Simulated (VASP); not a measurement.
# Hf in VASP: single point with BLYP

Aim: the single point of Hf with BLYP.

Everything below comes from runs of VASP 6.6.1. Logs are shortened: lines on timing, memory, paths and dates and some standing lists are left out, and cuts for length are marked.

## 1. The cell of the first run

The cell holds a single atom in a box, 1 atom: a = 14.000 Å, b = 14.400 Å, c = 14.800 Å, α = 90.00°, β = 90.00°, γ = 90.00°.

## 2. Single point, BLYP, collinear spin

INCAR reads:

```
SYSTEM = Hf
PREC = Accurate
ENCUT = 400
EDIFF = 1E-6
ISMEAR = -1
SIGMA = 0.01
LREAL = .FALSE.
LASPH = .TRUE.
NELM = 200
ALGO = Normal
ISIF = 2
LWAVE = .FALSE.
LCHARG = .FALSE.
ISPIN = 2
MAGMOM = 2
LORBIT = 11
LMAXMIX = 4
GGA = B5
ALDAX = 1.0
AGGAX = 1.0
AGGAC = 1.0
ALDAC = 0.0
ISYM = 0
NBANDS = 15
GGA_COMPAT = .FALSE.
```

KPOINTS reads:

```
regular mesh
0
G
  1 1 1
  0 0 0
```

POSCAR reads:

```
Hf
1.0
   14.0000000000      0.0000000000      0.0000000000
    0.0000000000     14.4000000000      0.0000000000
    0.0000000000      0.0000000000     14.8000000000
Hf
1
Direct
    0.5000000000      0.5000000000      0.5000000000
```

Potentials or basis: VASP PAW PBE potentials, release 64 (Hf_pv).

Command:

```
$ cat potpaw_PBE.64/Hf_pv/POTCAR > POTCAR
$ mpirun -np 1 vasp_gam > vasp.out
```

OUTCAR:

```text
SYSTEM = Hf
   PREC = Accurate
   ENCUT = 400
   EDIFF = 1E-6
   ISMEAR = -1
   LREAL = .FALSE.
   LASPH = .TRUE.
   NELM = 200
   ISIF = 2
   ISPIN = 2
   LORBIT = 11
   GGA = B5
   ISYM = 0

 ion  position               nearest neighbor table
   1  0.500  0.500  0.500-

IMPORTANT INFORMATION: All symmetrisations will be switched off!
NOSYMM: (Re-)initialisation of all symmetry stuff for point group C_1.

----------------------------------------------------------------------------------------

                                     Primitive cell

  volume of cell :    2983.6800

  direct lattice vectors                    reciprocal lattice vectors
    14.000000000  0.000000000  0.000000000     0.071428571  0.000000000  0.000000000
     0.000000000 14.400000000  0.000000000     0.000000000  0.069444444  0.000000000
     0.000000000  0.000000000 14.800000000     0.000000000  0.000000000  0.067567568

  length of vectors
    14.000000000 14.400000000 14.800000000     0.071428571  0.069444444  0.067567568

  position of ions in fractional coordinates (direct lattice)
     0.500000000  0.500000000  0.500000000

  ion indices of the primitive-cell ions
   primitive index   ion index
                 1           1

----------------------------------------------------------------------------------------

 KPOINTS: regular mesh

Automatic generation of k-mesh.
 Grid dimensions read from file:
 generate k-points for:    1    1    1

 Generating k-lattice:

  Cartesian coordinates                     Fractional coordinates (reciprocal lattice)
     0.071428571  0.000000000  0.000000000     1.000000000  0.000000000  0.000000000
     0.000000000  0.069444444  0.000000000     0.000000000  1.000000000  0.000000000
     0.000000000  0.000000000  0.067567568     0.000000000  0.000000000  1.000000000

  Length of vectors
     0.071428571  0.069444444  0.067567568

  Shift w.r.t. Gamma in fractional coordinates (k-lattice)
     0.000000000  0.000000000  0.000000000

 Subroutine IBZKPT returns following result:
 ===========================================

 Found      1 irreducible k-points:

 Following reciprocal coordinates:
            Coordinates               Weight
  0.000000  0.000000  0.000000      1.000000
   k-points           NKPTS =      1   k-points in BZ     NKDIM =      1   number of bands    NBANDS=     15
   number of dos      NEDOS =    301   number of ions     NIONS =      1
   total plane-waves  NPLWV = 903168
   dimension x,y,z NGX =    96 NGY =   96 NGZ =   98
   dimension x,y,z NGXF=   192 NGYF=  192 NGZF=  196
   ions per type =               1
   NGX,Y,Z   is equivalent  to a cutoff of  11.40, 11.08, 11.01 a.u.
   NGXF,Y,Z  is equivalent  to a cutoff of  22.80, 22.17, 22.02 a.u.
 SYSTEM =  Hf
   PREC   = accura    normal or accurate (medium, high low for compatibility)
   ISTART =      0    job   : 0-new  1-cont  2-samecut
   ICHARG =      2    charge: 1-file 2-atom 10-const
   ISPIN  =      2    spin polarized calculation?
   LNONCOLLINEAR =      F non collinear calculations
   LSORBIT =      F    spin-orbit coupling
   LASPH  =      T    aspherical Exc in radial PAW
   ENCUT  =  400.0 eV  29.40 Ry    5.42 a.u.  22.83 23.48 24.14*2*pi/ulx,y,z
   NELM   =    200;   NELMIN=  2; NELMDL= -5     # of ELM steps
   EDIFF  = 0.1E-05   stopping-criterion for ELM
   LREAL  =      F    real-space projection
   EDIFFG = 0.1E-04   stopping-criterion for IOM
   NSW    =      0    number of steps for IOM
   IBRION =     -1    ionic relax: 0-MD 1-quasi-New 2-CG
   NFREE  =      0    steps in history (QN), initial steepest desc. (CG)
   ISIF   =      2    stress and relaxation
   ISYM   =      0    0-nonsym 1-usesym 2-fastsym
   POTIM  = 0.5000    time-step for ionic-motion
   TEBEG  =    0.0;   TEEND  =   0.0 temperature during run
   PSTRESS=    0.0 pullay stress
   NELECT =      10.0000    total number of electrons
   NUPDOWN=      -1.0000    fix difference up-down
   EMIN   =  10.00;   EMAX   =-10.00  energy-range for DOS
   EFERMI =   0.00;   METHOD = LEGACY
   ISMEAR =    -1;   SIGMA  =   0.01  broadening in eV -4-tet -1-fermi 0-gaus
   EFERMI_NEDOS =   21; number of points for ismear=-14 and -15
   IALGO  =     38    algorithm
   IMIX   =      4    mixing-type and parameters
     AMIX     =   0.40;   BMIX     =  1.00
     AMIX_MAG =   1.60;   BMIX_MAG =  1.00
  volume/ion in A,a.u.               =    2983.68     20134.87
  Fermi-wavevector in a.u.,A,eV,Ry     =   0.244995  0.462974  0.816657  0.060023
  Thomas-Fermi vector in A             =   1.055438
   LORBIT       =     11    0 simple, 1 ext, 2 COOP (PROOUT), +10 PAW based schemes
   GGA     = B5    functional components
   LHFCALC =     F    Hartree Fock is set to
   AEXX    =    0.0000 exact exchange contribution
   IVDW    =     0    specifies the selected vdW correction
   LEPSILON=     F    determine dielectric tensor
   LRPA    =     F    only Hartree local field effects (RPA)
 spin polarized calculation
  energy-cutoff  :      400.00
  volume of cell :     2983.68
 maximum number of plane-waves:     27122
 NGX is ok and might be reduce to    90
   NGX = 45   NGY = 47   NGZ = 49

 number of electron      10.0000001 magnetization       2.0000000

 Free energy of the ion-electron system (eV)
  ---------------------------------------------------
  ext. energy  EPLUGINS =         0.00000000
  ---------------------------------------------------
  free energy    TOTEN  =        -3.38916703 eV

  energy without entropy =       -3.38916703  energy(sigma->0) =       -3.38916703

 E-fermi :  -2.7855     XC(G=0):  -0.4211

 val. band max:       -3.0708152359   @ k =   0.0000   0.0000   0.0000
 cond. band min:      -2.4673077499   @ k =   0.0000   0.0000   0.0000
 fundamental gap:      0.6035074861
 Fermi energy:        -2.7854920905

 spin component 1

 k-point     1 :       0.0000    0.0000    0.0000
  band No.  band energies     occupation
      1     -35.3037      1.00000
      2     -35.3035      1.00000
      3     -35.3034      1.00000
      4      -5.0228      1.00000
      5      -3.0709      1.00000
      6      -3.0708      1.00000
      7      -2.4673      0.00000
      8      -2.4672      0.00000
      9      -2.4671      0.00000
     10      -1.2239      0.00000
     11      -1.2226      0.00000
     12      -1.2203      0.00000
     13      -0.0848      0.00000
     14       0.5944      0.00000
     15       0.6355      0.00000
 Fermi energy:        -2.7854920905

 spin component 2

 k-point     1 :       0.0000    0.0000    0.0000
  band No.  band energies     occupation
      1     -34.6002      1.00000
      2     -34.6001      1.00000
      3     -34.5999      1.00000
      4      -4.4470      1.00000
      5      -2.0937      0.00000
      6      -2.0936      0.00000
      7      -2.0936      0.00000
      8      -1.6686      0.00000
      9      -1.6686      0.00000
     10      -0.9611      0.00000
     11      -0.9580      0.00000
     12      -0.9545      0.00000
     13      -0.0531      0.00000
     14       0.6091      0.00000
     15       0.6761      0.00000

------------------------ aborting loop because EDIFF is reached ----------------------------------------

  FORCE on cell =-STRESS in cart. coord.  units (eV):
  Direction    XX          YY          ZZ          XY          YZ          ZX
  --------------------------------------------------------------------------------------
  -------------------------------------------------------------------------------------
  Total       -0.0071665     -0.0063502     -0.0065222      0.0002408     -0.0000675     -0.0003119
  in kB       -0.0038483     -0.0034100     -0.0035023      0.0001293     -0.0000362     -0.0001675
  external PRESSURE =      -0.0035868 kB  Pullay stress =       0.0000000 kB

 VOLUME and BASIS-vectors are now :
 -----------------------------------------------------------------------------
  energy-cutoff  :      400.00
  volume of cell :     2983.68
      direct lattice vectors                 reciprocal lattice vectors
    14.000000000  0.000000000  0.000000000     0.071428571  0.000000000  0.000000000
     0.000000000 14.400000000  0.000000000     0.000000000  0.069444444  0.000000000
     0.000000000  0.000000000 14.800000000     0.000000000  0.000000000  0.067567568

 POSITION                                       TOTAL-FORCE (eV/Angst)
 -----------------------------------------------------------------------------------
      7.00000      7.20000      7.40000        -0.000000     -0.000044     -0.000037
 -----------------------------------------------------------------------------------
    total drift:                               -0.000000     -0.000044     -0.000037

  FREE ENERGIE OF THE ION-ELECTRON SYSTEM (eV)
  ---------------------------------------------------
  free  energy   TOTEN  =        -3.3891670313 eV

  energy  without entropy=       -3.3891670313  energy(sigma->0) =       -3.38916703

 total charge

# of ion       s       p       d       tot
------------------------------------------
    1        0.551   5.909   1.320   7.780

 magnetization (x)

# of ion       s       p       d       tot
------------------------------------------
    1        0.022   0.009   1.320   1.351
```

Wall time 5.8 min (1 thread of Intel Xeon Platinum 8375C at 2.90GHz (Ice Lake), shared host); peak memory 1.9 GiB.

What came out:

```
Free energy                                           : -3.3892 eV
Pressure                                              : 0.0 GPa
Band gap on the k mesh                                : 0.60 eV
Net moment                                            : 2.00 μB per cell
Site moments                                          : Hf +1.35 μB
Valence electrons inside the program's atomic spheres : Hf 7.78
```

Caveat: the PAW data sets were made with another functional, which shifts forces and pressure a little; spin-orbit coupling is left out, which moves the levels of the heavy elements.
